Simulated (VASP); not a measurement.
Input of a VASP 6.6.1 run:

Contents of INCAR:

```
SYSTEM = ZnHg
PREC     = Accurate       ! precision mode
ENCUT    = 500            ! plane-wave cutoff, eV
EDIFF    = 1E-6           ! SCF threshold, eV
ISMEAR   = 0              ! smearing method
SIGMA    = 0.1            ! smearing width, eV
LREAL    = .False.        ! projectors in reciprocal space
LASPH    = .True.         ! aspherical terms in the spheres
NELM     = 120            ! most SCF steps
ALGO     = Normal         ! electronic algorithm
ISIF     = 2              ! what is computed and relaxed
LWAVE    = .False.        ! write WAVECAR
LCHARG   = .False.        ! write CHGCAR
GGA      = PE             ! functional
NBANDS   = 19             ! bands
GGA_COMPAT= .False.
```

KPOINTS

```
Automatic mesh
0
Gamma
  15 15 8
  0 0 0
```

File POSCAR:

```
ZnHg
1.0
    3.3773880558      0.0000000000      0.0000000000
   -1.6886940279      2.9249038547      0.0000000000
    0.0000000000      0.0000000000      4.2400316214
Zn Hg
1 1
Direct
    0.6666666667      0.3333333333      0.5000000000
    0.3333333333      0.6666666667      0.0000000000
```

Potentials or basis: VASP PAW PBE potentials, release 64 (Zn, Hg).

Launch:

```bash
$ cat potpaw_PBE.64/Zn/POTCAR potpaw_PBE.64/Hg/POTCAR > POTCAR
$ mpirun -np 1 vasp_std > vasp.out
```

Problem. What does it give for the pressure?

Solution. 0.2 GPa.

Problem. Predict the band gap on the k mesh.

Solution. Zero (bands 12 and 13 overlap by 2.37 eV).

Caveat: spin-orbit coupling is left out, which moves the levels of the heavy elements.
